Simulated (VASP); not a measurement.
# Rb (Pm-3m) in VASP: single point with PBE

Aim: the single point of Rb with PBE.

Everything below comes from runs of VASP 6.6.1. Logs are shortened: lines on timing, memory, paths and dates and some standing lists are left out, and cuts for length are marked.

## Step 1: The cell of the first run

Symmetry: Pm-3m, No. 221, cubic system. The conventional cell has a = 4.454 Å, b = 4.454 Å, c = 4.454 Å, α = 90.00°, β = 90.00°, γ = 90.00°. Rb (site symmetry m-3m) has 6 Rb at 4.45 Å within 5.8 Å.

This isn't the form of Rb at room conditions, which is bcc.

## Step 2: Single point, PBE

INCAR reads:

```
SYSTEM = Rb
ALGO = Normal
EDIFF = 1E-6
ENCUT = 520
GGA = PE
ISIF = 2
ISMEAR = 0
LASPH = .True.
LCHARG = .False.
LREAL = .False.
LWAVE = .False.
NBANDS = 10
NELM = 80
PREC = Accurate
SIGMA = 0.15
```

KPOINTS reads:

```
k-points
0
Gamma
  14 14 14
  0 0 0
```

POSCAR reads:

```
Rb
1.0
   -1.4847491173      2.9694982345      2.9694982345
    2.9694982345     -1.4847491173      2.9694982345
    2.9694982345      2.9694982345     -1.4847491173
Rb
1
Direct
    0.0000000000      0.0000000000      0.0000000000
```

Potentials or basis: VASP PAW PBE potentials, release 64 (Rb_sv).

Started as:

```bash
cat potpaw_PBE.64/Rb_sv/POTCAR > POTCAR
mpirun -np 1 vasp_std > vasp.out
```

OUTCAR:

```text
SYSTEM = Rb
   EDIFF = 1E-6
   ENCUT = 520
   GGA = PE
   ISIF = 2
   ISMEAR = 0
   LASPH = .True.
   LREAL = .False.
   NELM = 80
   PREC = Accurate

 ion  position               nearest neighbor table
   1  0.000  0.000  0.000-

  LATTYP: Found a simple cubic cell.
 ALAT       =     4.4542473518

  Lattice vectors:

 A1 = (  -1.4847491173,   2.9694982345,   2.9694982345)
 A2 = (   2.9694982345,  -1.4847491173,   2.9694982345)
 A3 = (   2.9694982345,   2.9694982345,  -1.4847491173)

Analysis of symmetry for initial positions (statically):
=====================================================================
 Subroutine PRICEL returns:
 Original cell was already a primitive cell.

 Routine SETGRP: Setting up the symmetry group for a
 simple cubic supercell.

 Subroutine GETGRP returns: Found 48 space group operations
 (whereof 48 operations were pure point group operations)
 out of a pool of 48 trial point group operations.

The static configuration has the point symmetry O_h .

Analysis of symmetry for dynamics (positions and initial velocities):
=====================================================================
 Subroutine PRICEL returns:
 Original cell was already a primitive cell.

 Routine SETGRP: Setting up the symmetry group for a
 simple cubic supercell.

 Subroutine GETGRP returns: Found 48 space group operations
 (whereof 48 operations were pure point group operations)
 out of a pool of 48 trial point group operations.

The dynamic configuration has the point symmetry O_h .

 Subroutine INISYM returns: Found 48 space group operations
 (whereof 48 operations are pure point group operations),
 and found     1 'primitive' translations

----------------------------------------------------------------------------------------

                                     Primitive cell

  volume of cell :      88.3737

  direct lattice vectors                    reciprocal lattice vectors
    -1.484749117  2.969498235  2.969498235    -0.074834940  0.149669880  0.149669880
     2.969498235 -1.484749117  2.969498235     0.149669880 -0.074834940  0.149669880
     2.969498235  2.969498235 -1.484749117     0.149669880  0.149669880 -0.074834940

  length of vectors
     4.454247352  4.454247352  4.454247352     0.224504820  0.224504820  0.224504820

  position of ions in fractional coordinates (direct lattice)
     0.000000000  0.000000000  0.000000000

  ion indices of the primitive-cell ions
   primitive index   ion index
                 1           1

----------------------------------------------------------------------------------------

 KPOINTS: k-points

Automatic generation of k-mesh.
 Grid dimensions read from file:
 generate k-points for:   14   14   14

 Generating k-lattice:

  Cartesian coordinates                     Fractional coordinates (reciprocal lattice)
    -0.005345353  0.010690706  0.010690706     0.071428571  0.000000000 -0.000000000
     0.010690706 -0.005345353  0.010690706     0.000000000  0.071428571 -0.000000000
     0.010690706  0.010690706 -0.005345353    -0.000000000 -0.000000000  0.071428571

  Length of vectors
     0.016036059  0.016036059  0.016036059

  Shift w.r.t. Gamma in fractional coordinates (k-lattice)
     0.000000000  0.000000000  0.000000000

 Subroutine IBZKPT returns following result:
 ===========================================

 Found    120 irreducible k-points:

 Following reciprocal coordinates:
            Coordinates               Weight
  0.000000  0.000000  0.000000      1.000000
  0.071429  0.000000  0.000000      6.000000
  0.142857  0.000000  0.000000      6.000000
  0.214286  0.000000  0.000000      6.000000
  0.285714 -0.000000 -0.000000      6.000000
  0.357143 -0.000000 -0.000000      6.000000
[... 16 lines left out ...]
  0.285714  0.214286  0.000000     24.000000
  0.357143  0.214286 -0.000000     24.000000
 [... further k-points ...]
   k-points           NKPTS =    120   k-points in BZ     NKDIM =    120   number of bands    NBANDS=     10
   number of dos      NEDOS =    301   number of ions     NIONS =      1
   total plane-waves  NPLWV =  46656
   dimension x,y,z NGX =    36 NGY =   36 NGZ =   36
   dimension x,y,z NGXF=    72 NGYF=   72 NGZF=   72
   ions per type =               1
   NGX,Y,Z   is equivalent  to a cutoff of  13.44, 13.44, 13.44 a.u.
   NGXF,Y,Z  is equivalent  to a cutoff of  26.87, 26.87, 26.87 a.u.
 SYSTEM =  Rb
   PREC   = accura    normal or accurate (medium, high low for compatibility)
   ISTART =      0    job   : 0-new  1-cont  2-samecut
   ICHARG =      2    charge: 1-file 2-atom 10-const
   ISPIN  =      1    spin polarized calculation?
   LNONCOLLINEAR =      F non collinear calculations
   LSORBIT =      F    spin-orbit coupling
   LASPH  =      T    aspherical Exc in radial PAW
   ENCUT  =  520.0 eV  38.22 Ry    6.18 a.u.   8.28  8.28  8.28*2*pi/ulx,y,z
   NELM   =     80;   NELMIN=  2; NELMDL= -5     # of ELM steps
   EDIFF  = 0.1E-05   stopping-criterion for ELM
   LREAL  =      F    real-space projection
   EDIFFG = 0.1E-04   stopping-criterion for IOM
   NSW    =      0    number of steps for IOM
   IBRION =     -1    ionic relax: 0-MD 1-quasi-New 2-CG
   NFREE  =      0    steps in history (QN), initial steepest desc. (CG)
   ISIF   =      2    stress and relaxation
   ISYM   =      2    0-nonsym 1-usesym 2-fastsym
   POTIM  = 0.5000    time-step for ionic-motion
   TEBEG  =    0.0;   TEEND  =   0.0 temperature during run
   PSTRESS=    0.0 pullay stress
   NELECT =       9.0000    total number of electrons
   NUPDOWN=      -1.0000    fix difference up-down
   EMIN   =  10.00;   EMAX   =-10.00  energy-range for DOS
   EFERMI =   0.00;   METHOD = LEGACY
   ISMEAR =     0;   SIGMA  =   0.15  broadening in eV -4-tet -1-fermi 0-gaus
   EFERMI_NEDOS =   21; number of points for ismear=-14 and -15
   IALGO  =     38    algorithm
   IMIX   =      4    mixing-type and parameters
     AMIX     =   0.40;   BMIX     =  1.00
     AMIX_MAG =   1.60;   BMIX_MAG =  1.00
  volume/ion in A,a.u.               =      88.37       596.38
  Fermi-wavevector in a.u.,A,eV,Ry     =   0.764507  1.444708  7.952205  0.584471
  Thomas-Fermi vector in A             =   1.864423
   LORBIT       =      0    0 simple, 1 ext, 2 COOP (PROOUT), +10 PAW based schemes
   GGA     = PE    functional components
   LHFCALC =     F    Hartree Fock is set to
   AEXX    =    0.0000 exact exchange contribution
   IVDW    =     0    specifies the selected vdW correction
   LEPSILON=     F    determine dielectric tensor
   LRPA    =     F    only Hartree local field effects (RPA)
 non-spin polarized calculation
 Gauss-broadening in eV      SIGMA  =   0.15
  energy-cutoff  :      520.00
  volume of cell :       88.37
 maximum number of plane-waves:      2408
 NGX is ok and might be reduce to    36
   NGX = 17   NGY = 17   NGZ = 17

 number of electron       9.0000000 magnetization

 Free energy of the ion-electron system (eV)
  ---------------------------------------------------
  ext. energy  EPLUGINS =         0.00000000
  ---------------------------------------------------
  free energy    TOTEN  =        -0.83747766 eV

  energy without entropy =       -0.82823212  energy(sigma->0) =       -0.83285489

 E-fermi :   0.1120     XC(G=0):  -5.5271

 val. band max:        0.0723250447   @ k =   0.4286   0.2143   0.0714
 cond. band min:       0.1496248675   @ k =   0.2857   0.2857   0.2857
 fundamental gap:      0.0772998228
 Fermi energy:         0.1119789222

 k-point     1 :       0.0000    0.0000    0.0000
  band No.  band energies     occupation
      1     -28.9497      2.00000
      2     -12.9648      2.00000
      3     -12.9648      2.00000
      4     -12.9648      2.00000
      5      -1.9076      2.00000
      6       2.4295      0.00000
      7       2.4295      0.00000
      8       6.2045      0.00000
      9       6.2098      0.00000
     10       6.2103      0.00000

 k-point     2 :       0.0714    0.0000    0.0000
  band No.  band energies     occupation
      1     -28.9493      2.00000
      2     -12.9734      2.00000
      3     -12.9641      2.00000
      4     -12.9641      2.00000
      5      -1.8582      2.00000
      6       2.4160      0.00000
      7       2.4533      0.00000
      8       5.7687      0.00000
      9       5.7687      0.00000
     10       5.9572      0.00000

 k-point     3 :       0.1429    0.0000    0.0000
  band No.  band energies     occupation
      1     -28.9483      2.00000
      2     -12.9972      2.00000
      3     -12.9621      2.00000
      4     -12.9621      2.00000
      5      -1.7123      2.00000
      6       2.3427      0.00000
      7       2.5226      0.00000
      8       5.3609      0.00000
      9       5.3609      0.00000
     10       5.5768      0.00000

 k-point     4 :       0.2143    0.0000    0.0000
  band No.  band energies     occupation
      1     -28.9469      2.00000
      2     -13.0312      2.00000
      3     -12.9591      2.00000
      4     -12.9591      2.00000
      5      -1.4769      2.00000
      6       2.1354      0.00000
      7       2.6304      0.00000
      8       5.0023      0.00000
      9       5.0023      0.00000
     10       5.4095      0.00000
[... 222 lines left out ...]
 k-point    22 :       0.2143    0.2143    0.0000
  band No.  band energies     occupation
      1     -28.9442      2.00000
      2     -13.0266      2.00000
      3     -13.0219      2.00000
      4     -12.9536      2.00000
      5      -1.0608      2.00000
      6       2.3625      0.00000
      7       2.4104      0.00000
      8       3.9435      0.00000
      9       4.9618      0.00000
     10       5.5517      0.00000

 k-point    23 :       0.2857    0.2143    0.0000
  band No.  band energies     occupation
      1     -28.9426      2.00000
      2     -13.0610      2.00000
      3     -13.0201      2.00000
      4     -12.9504      2.00000
      5      -0.7578      2.00000
      6       1.9960      0.00000
      7       2.5722      0.00000
      8       3.8176      0.00000
      9       4.8142      0.00000
     10       5.4796      0.00000

 k-point    24 :       0.3571    0.2143   -0.0000
  band No.  band energies     occupation
      1     -28.9412      2.00000
      2     -13.0935      2.00000
      3     -13.0166      2.00000
      4     -12.9475      2.00000
      5      -0.3899      2.00000
      6       1.5116      0.00000
      7       2.7798      0.00000
      8       3.7013      0.00000
      9       4.6445      0.00000
     10       5.5032      0.00000

 [... further k-points ...]

------------------------ aborting loop because EDIFF is reached ----------------------------------------

  FORCE on cell =-STRESS in cart. coord.  units (eV):
  Direction    XX          YY          ZZ          XY          YZ          ZX
  --------------------------------------------------------------------------------------
  -------------------------------------------------------------------------------------
  Total        0.1650283      0.1650283      0.1650283     -0.0000000     -0.0000000     -0.0000000
  in kB        2.9918928      2.9918928      2.9918928     -0.0000000     -0.0000000     -0.0000000
  external PRESSURE =       2.9918928 kB  Pullay stress =       0.0000000 kB

 VOLUME and BASIS-vectors are now :
 -----------------------------------------------------------------------------
  energy-cutoff  :      520.00
  volume of cell :       88.37
      direct lattice vectors                 reciprocal lattice vectors
    -1.484749117  2.969498235  2.969498235    -0.074834940  0.149669880  0.149669880
     2.969498235 -1.484749117  2.969498235     0.149669880 -0.074834940  0.149669880
     2.969498235  2.969498235 -1.484749117     0.149669880  0.149669880 -0.074834940

 POSITION                                       TOTAL-FORCE (eV/Angst)
 -----------------------------------------------------------------------------------
      0.00000      0.00000      0.00000         0.000000      0.000000     -0.000000
 -----------------------------------------------------------------------------------
    total drift:                               -0.000000     -0.000000     -0.000000

  FREE ENERGIE OF THE ION-ELECTRON SYSTEM (eV)
  ---------------------------------------------------
  free  energy   TOTEN  =        -0.8374776581 eV

  energy  without entropy=       -0.8282321205  energy(sigma->0) =       -0.83285489
```

It took 78 s on 1 thread of Oxide Virtual Turin-like, shared host; peak memory 0.23 GiB.

Results:

```
Free energy            : -0.8375 eV
Pressure               : 0.3 GPa
Band gap on the k mesh : zero (an odd number of electrons rules out a gap without spin polarisation)
```

Levels at points of the mesh, in eV from the Fermi level:
```
           k point  band 1  band 2  band 3  band 4  band 5  band 6  band 7  band 8  band 9
(0.00, 0.00, 0.00)  -29.06  -13.08  -13.08  -13.08   -2.02    2.32    2.32    6.09    6.10
(0.50, 0.00, 0.00)  -29.05  -13.24  -13.06  -13.06   -0.16    0.33    2.93    4.20    4.20
(0.50, 0.50, 0.00)  -29.05  -13.22  -13.22  -13.05    0.72    1.78    2.28    2.28    4.71
(0.50, 0.50, 0.50)  -29.04  -13.20  -13.20  -13.20    1.78    1.78    1.78    3.73    4.50
```

The gap in the log of VASP goes by the Fermi energy; the results here count the filled bands.